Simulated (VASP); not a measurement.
# Mg8HO8 (a cell with a defect) in VASP: single point with PBE+D3(BJ)

Aim: the single point of Mg8HO8 (a cell with a defect) with PBE+D3(BJ).

All numbers are computed with VASP 6.6.1; they aren't measurements. Logs are shortened: lines on timing, memory, paths and dates and some standing lists are left out, and cuts for length are marked.

## (1) The cell of the first run

The cell holds a defect, 17 atoms: a = 5.446 Å, b = 5.446 Å, c = 5.446 Å, α = 60.00°, β = 60.00°, γ = 60.00°.

## (2) Single point, PBE+D3(BJ), collinear spin

INCAR reads:

```
PREC = Accurate ; ENCUT = 620
EDIFF = 1E-6 ; ISMEAR = 0
SIGMA = 0.05 ; LREAL = Auto
LASPH = True ; NELM = 200
ALGO = Normal ; ISIF = 2
LWAVE = False ; LCHARG = False
ISPIN = 2 ; MAGMOM = 0 0 0 0 0 0 0 0 0.09 0.09 0 0.09 0 0.09 0 0 0.4
LORBIT = 11 ; GGA = PE
IVDW = 12 ; NBANDS = 82
GGA_COMPAT = False
```

KPOINTS reads:

```
regular mesh
0
Gamma
  3 3 3
```

POSCAR reads:

```
Mg8HO8
1.0
    0.0000000000      3.8510000000      3.8510000000
    3.8510000000      0.0000000000      3.8510000000
    3.8510000000      3.8510000000      0.0000000000
Mg O H
8 8 1
Direct
   -0.0020647884     -0.0136755388      0.0169045702
   -0.0001793041      0.0039572838      0.5032203324
    0.0020812776      0.4973186185     -0.0034183329
   -0.0020668657      0.5176534666      0.4855794599
    0.5010895871     -0.0060444041      0.0029594910
    0.4920947806      0.0039574137      0.5032207219
    0.5031133472      0.4973182290     -0.0034184627
    0.5010910153      0.5036991690      0.4932133212
    0.2509844196      0.2529885744      0.2441363282
    0.2672699299      0.2543286159      0.7535880291
    0.2536907297      0.7493723708      0.2486297066
    0.2509855882      0.7448731498      0.7522496754
    0.7523125162      0.2471034796      0.2473654895
    0.7239017138      0.2543296546      0.7535888081
    0.7474039211      0.7493730200      0.2486300961
    0.7523114775      0.7481029603      0.7463680862
    0.0631355492      0.1867738250      0.6860236302
```

Potentials or basis: VASP PAW PBE potentials, release 64 (Mg_sv, O, H).

On the command line:

```sh
$ cat potpaw_PBE.64/Mg_sv/POTCAR potpaw_PBE.64/O/POTCAR potpaw_PBE.64/H/POTCAR > POTCAR
$ mpirun -np 1 vasp_std > vasp.out
```

OUTCAR:

```text
PREC = Accurate
   ENCUT = 620
   EDIFF = 1E-6
   ISMEAR = 0
   LREAL = Auto
   LASPH = True
   NELM = 200
   ISIF = 2
   ISPIN = 2
   LORBIT = 11
   GGA = PE
   IVDW = 12
 IVDW          = 12

 ion  position               nearest neighbor table
   1  0.998  0.986  0.017-  17 1.53  11 1.88  15 1.88  13 1.89  12 1.95  10 2.07  14 2.07
   2  1.000  0.004  0.503-  12 1.93   9 1.93  14 1.93  13 1.94  16 1.94  11 1.96
   3  0.002  0.497  0.997-  10 1.88   9 1.91  12 1.91  16 1.93  13 1.93  15 1.94
   4  0.998  0.518  0.486-  17 1.53  11 1.88  15 1.88  16 1.89   9 1.95  10 2.07  14 2.07
   5  0.501  0.994  0.003-  14 1.86  10 1.86  11 1.89  15 1.89   9 1.93  16 1.94
   6  0.492  0.004  0.503-  12 1.93   9 1.93  10 1.93  13 1.94  16 1.94  15 1.96
   7  0.503  0.497  0.997-  14 1.88   9 1.91  12 1.91  16 1.93  13 1.93  11 1.94
   8  0.501  0.504  0.493-  14 1.86  10 1.86  11 1.89  15 1.89  12 1.93  13 1.94
   9  0.251  0.253  0.244-   3 1.91   7 1.91   6 1.93   2 1.93   5 1.93   4 1.95
  10  0.267  0.254  0.754-   5 1.86   8 1.86   3 1.88   6 1.93   1 2.07   4 2.07
  11  0.254  0.749  0.249-   4 1.88   1 1.88   5 1.89   8 1.89   7 1.94   2 1.96
  12  0.251  0.745  0.752-   3 1.91   7 1.91   6 1.93   2 1.93   8 1.93   1 1.95
  13  0.752  0.247  0.247-   1 1.89   7 1.93   3 1.93   8 1.94   2 1.94   6 1.94
  14  0.724  0.254  0.754-   5 1.86   8 1.86   7 1.88   2 1.93   1 2.07   4 2.07
  15  0.747  0.749  0.249-   4 1.88   1 1.88   5 1.89   8 1.89   3 1.94   6 1.96
  16  0.752  0.748  0.746-   4 1.89   7 1.93   3 1.93   5 1.94   2 1.94   6 1.94
  17  0.063  0.187  0.686-   4 1.53   1 1.53

  LATTYP: Found a face centered cubic cell.
 ALAT       =     7.7020000000

  Lattice vectors:

 A1 = (   0.0000000000,   3.8510000000,   3.8510000000)
 A2 = (   3.8510000000,   0.0000000000,   3.8510000000)
 A3 = (   3.8510000000,   3.8510000000,   0.0000000000)

Analysis of symmetry for initial positions (statically):
=====================================================================
 Subroutine PRICEL returns:
 Original cell was already a primitive cell.

 Routine SETGRP: Setting up the symmetry group for a
 face centered cubic supercell.

 Subroutine GETGRP returns: Found  1 space group operations
 (whereof  1 operations were pure point group operations)
 out of a pool of 48 trial point group operations.

The static configuration has the point symmetry C_1 .

Analysis of symmetry for dynamics (positions and initial velocities):
=====================================================================
 Subroutine PRICEL returns:
 Original cell was already a primitive cell.

 Routine SETGRP: Setting up the symmetry group for a
 face centered cubic supercell.

 Subroutine GETGRP returns: Found  1 space group operations
 (whereof  1 operations were pure point group operations)
 out of a pool of 48 trial point group operations.

The dynamic configuration has the point symmetry C_1 .

Analysis of structural, dynamic, and magnetic symmetry:
=====================================================================
 Subroutine PRICEL returns:
 Original cell was already a primitive cell.

 Routine SETGRP: Setting up the symmetry group for a
 face centered cubic supercell.

 Subroutine GETGRP returns: Found  1 space group operations
 (whereof  1 operations were pure point group operations)
 out of a pool of 48 trial point group operations.

The overall configuration has the point symmetry C_1 .

 Subroutine INISYM returns: Found  1 space group operations
 (whereof  1 operations are pure point group operations),
 and found     1 'primitive' translations

----------------------------------------------------------------------------------------

                                     Primitive cell

  volume of cell :     114.2222

  direct lattice vectors                    reciprocal lattice vectors
     0.000000000  3.851000000  3.851000000    -0.129836406  0.129836406  0.129836406
     3.851000000  0.000000000  3.851000000     0.129836406 -0.129836406  0.129836406
     3.851000000  3.851000000  0.000000000     0.129836406  0.129836406 -0.129836406

  length of vectors
     5.446136429  5.446136429  5.446136429     0.224883252  0.224883252  0.224883252

  position of ions in fractional coordinates (direct lattice)
[... 85 lines left out ...]
   ions per type =               8   8   1
   NGX,Y,Z   is equivalent  to a cutoff of  14.65, 14.65, 14.65 a.u.
   NGXF,Y,Z  is equivalent  to a cutoff of  29.30, 29.30, 29.30 a.u.
 SYSTEM =  unknown system
   PREC   = accura    normal or accurate (medium, high low for compatibility)
   ISTART =      0    job   : 0-new  1-cont  2-samecut
   ICHARG =      2    charge: 1-file 2-atom 10-const
   ISPIN  =      2    spin polarized calculation?
   LNONCOLLINEAR =      F non collinear calculations
   LSORBIT =      F    spin-orbit coupling
   LASPH  =      T    aspherical Exc in radial PAW
   ENCUT  =  620.0 eV  45.57 Ry    6.75 a.u.  11.06 11.06 11.06*2*pi/ulx,y,z
   NELM   =    200;   NELMIN=  2; NELMDL= -5     # of ELM steps
   EDIFF  = 0.1E-05   stopping-criterion for ELM
   LREAL  =      T    real-space projection
   EDIFFG = 0.1E-04   stopping-criterion for IOM
   NSW    =      0    number of steps for IOM
   IBRION =     -1    ionic relax: 0-MD 1-quasi-New 2-CG
   NFREE  =      0    steps in history (QN), initial steepest desc. (CG)
   ISIF   =      2    stress and relaxation
   ISYM   =      2    0-nonsym 1-usesym 2-fastsym
   POTIM  = 0.5000    time-step for ionic-motion
   TEBEG  =    0.0;   TEEND  =   0.0 temperature during run
   PSTRESS=    0.0 pullay stress
   NELECT =     129.0000    total number of electrons
   NUPDOWN=      -1.0000    fix difference up-down
   EMIN   =  10.00;   EMAX   =-10.00  energy-range for DOS
   EFERMI =   0.00;   METHOD = LEGACY
   ISMEAR =     0;   SIGMA  =   0.05  broadening in eV -4-tet -1-fermi 0-gaus
   EFERMI_NEDOS =   21; number of points for ismear=-14 and -15
   IALGO  =     38    algorithm
   IMIX   =      4    mixing-type and parameters
     AMIX     =   0.40;   BMIX     =  1.00
     AMIX_MAG =   1.60;   BMIX_MAG =  1.00
  volume/ion in A,a.u.               =       6.72        45.34
  Fermi-wavevector in a.u.,A,eV,Ry     =   1.704857  3.221712 39.545829  2.906536
  Thomas-Fermi vector in A             =   2.784183
   LORBIT       =     11    0 simple, 1 ext, 2 COOP (PROOUT), +10 PAW based schemes
   GGA     = PE    functional components
   LHFCALC =     F    Hartree Fock is set to
   AEXX    =    0.0000 exact exchange contribution
   IVDW    =    12    specifies the selected vdW correction
   LEPSILON=     F    determine dielectric tensor
   LRPA    =     F    only Hartree local field effects (RPA)
 spin polarized calculation
 Gauss-broadening in eV      SIGMA  =   0.05
  energy-cutoff  :      620.00
  volume of cell :      114.22
 maximum number of plane-waves:      4020
 NGX is ok and might be reduce to    48
   NGX = 23   NGY = 23   NGZ = 23

 number of electron     128.9999995 magnetization       0.9259322

 Free energy of the ion-electron system (eV)
  ---------------------------------------------------
  ext. energy  EPLUGINS =         0.00000000
  ---------------------------------------------------
  free energy    TOTEN  =       -83.82905568 eV

  energy without entropy =      -83.82798314  energy(sigma->0) =      -83.82851941

 E-fermi :   9.9941     XC(G=0): -12.9171

 val. band max:        9.9938304745   @ k =   0.3333  -0.3333  -0.3333
 cond. band min:      10.3942633089   @ k =   0.0000   0.3333   0.0000
 fundamental gap:      0.4004328344
 Fermi energy:         9.9941038410

 spin component 1

 k-point     1 :       0.0000    0.0000    0.0000
  band No.  band energies     occupation
      1     -66.4517      1.00000
      2     -66.4360      1.00000
      3     -66.2930      1.00000
      4     -66.2826      1.00000
      5     -66.1262      1.00000
      6     -66.1150      1.00000
[... 1095 lines left out ...]
     75      18.0614      0.00000
     76      18.6322      0.00000
 Fermi energy:         9.9941038410

 spin component 2

 k-point     1 :       0.0000    0.0000    0.0000
  band No.  band energies     occupation
      1     -66.4438      1.00000
      2     -66.4282      1.00000
      3     -66.2934      1.00000
      4     -66.2831      1.00000
      5     -66.1260      1.00000
      6     -66.1148      1.00000
[... 1095 lines left out ...]
     75      18.0994      0.00000
     76      18.6694      0.00000
 [bands above 76 left out]

------------------------ aborting loop because EDIFF is reached ----------------------------------------

 Edisp (eV)   -6.42991

 E8    (eV) :    -2.5031

  FORCE on cell =-STRESS in cart. coord.  units (eV):
  Direction    XX          YY          ZZ          XY          YZ          ZX
  --------------------------------------------------------------------------------------
  -------------------------------------------------------------------------------------
  Total      56.98352    63.80186    63.80191     0.00067    -0.08354    -0.00010
  in kB     799.29903   894.93886   894.93952     0.00944    -1.17187    -0.00135
  external pressure =      863.06 kB  Pullay stress =        0.00 kB

 VOLUME and BASIS-vectors are now :
 -----------------------------------------------------------------------------
  energy-cutoff  :      620.00
  volume of cell :      114.22
      direct lattice vectors                 reciprocal lattice vectors
     0.000000000  3.851000000  3.851000000    -0.129836406  0.129836406  0.129836406
     3.851000000  0.000000000  3.851000000     0.129836406 -0.129836406  0.129836406
     3.851000000  3.851000000  0.000000000     0.129836406  0.129836406 -0.129836406

 POSITION                                       TOTAL-FORCE (eV/Angst)
 -----------------------------------------------------------------------------------
      3.86343      3.90815      7.64138         0.190497     -0.128029      0.127481
      1.95314      5.78821      3.86555         0.125677      0.023364      0.023604
      5.75301      3.84585      1.92319         0.185853      0.019706      0.019512
      3.86345      5.71301      5.83652         0.190214      0.127719     -0.128135
      3.83912      1.94109      5.75742         0.085216     -0.012694      0.012404
      1.95314      3.83296      1.91030         0.125470     -0.023857     -0.023556
[... 9 lines left out ...]
      5.75521      5.77141      5.77810         0.122100      0.009425     -0.009085
      3.36114      2.88501      0.96240        -2.206395      0.000461      0.000129
 -----------------------------------------------------------------------------------
    total drift:                               -0.009464     -0.003373     -0.002175

  FREE ENERGIE OF THE ION-ELECTRON SYSTEM (eV)
  ---------------------------------------------------
  free  energy   TOTEN  =       -90.2589634397 eV

  energy  without entropy=      -90.2578908993  energy(sigma->0) =      -90.25842717

 total charge

# of ion       s       p       d       tot
------------------------------------------
    1        2.100   6.070   0.086   8.257
    2        2.093   6.060   0.078   8.231
    3        2.096   6.067   0.082   8.246
    4        2.100   6.070   0.086   8.257
    5        2.099   6.073   0.087   8.259
    6        2.093   6.060   0.078   8.231
[... 9 lines left out ...]
   16        1.551   3.739   0.000   5.290
   17        0.638   0.036   0.000   0.674
--------------------------------------------------
tot         29.869  78.456   0.668 108.994

 magnetization (x)

# of ion       s       p       d       tot
------------------------------------------
    1        0.002   0.004   0.006   0.012
    2       -0.000  -0.000   0.001   0.000
    3       -0.000   0.000   0.000   0.000
    4        0.002   0.004   0.006   0.012
    5        0.001   0.001   0.001   0.004
    6       -0.000  -0.000   0.001   0.000
[... 9 lines left out ...]
   16       -0.000  -0.001   0.000  -0.001
   17        0.282   0.003   0.000   0.285
--------------------------------------------------
tot          0.328   0.354   0.018   0.699
```

Wall time 6.6 min (1 thread of AMD EPYC 9R45 (Zen 5), shared host); peak memory 0.5 GiB.

Results:

```yaml
Free_energy: -90.2590 eV
Pressure: 86.3 GPa
Largest_force: 2.206 eV/Å
Net_moment: 0.93 μB per cell
Site_moments: Mg +0.01, +0.00 (each value once); O +0.04, +0.15, -0.00 (each value once); H +0.28 μB
Valence_electrons_inside_the_program's_atomic_spheres: Mg 8.26, 8.23, 8.25 (each value once); O 5.29, 5.28, 5.31 (each value once); H 0.67
Dispersion_energy_per_atom: -0.378 eV
```

Forces in eV/Å, atoms in the order of the input:
```
Mg   0.190 -0.128  0.127
Mg   0.126  0.023  0.024
Mg   0.186  0.020  0.020
Mg   0.190  0.128 -0.128
Mg   0.085 -0.013  0.012
Mg   0.125 -0.024 -0.024
Mg   0.186 -0.019 -0.019
Mg   0.085  0.012 -0.013
O    0.013 -0.063  0.064
O    0.271 -0.150 -0.151
O    0.110 -0.012 -0.012
O    0.014  0.064 -0.063
O    0.122 -0.010  0.009
O    0.272  0.149  0.150
O    0.109  0.012  0.012
O    0.122  0.009 -0.009
H   -2.206  0.000  0.000
```

Caveat: the k points lie up to 0.47 Å⁻¹ apart; a moment this small can come from the mesh or the smearing.
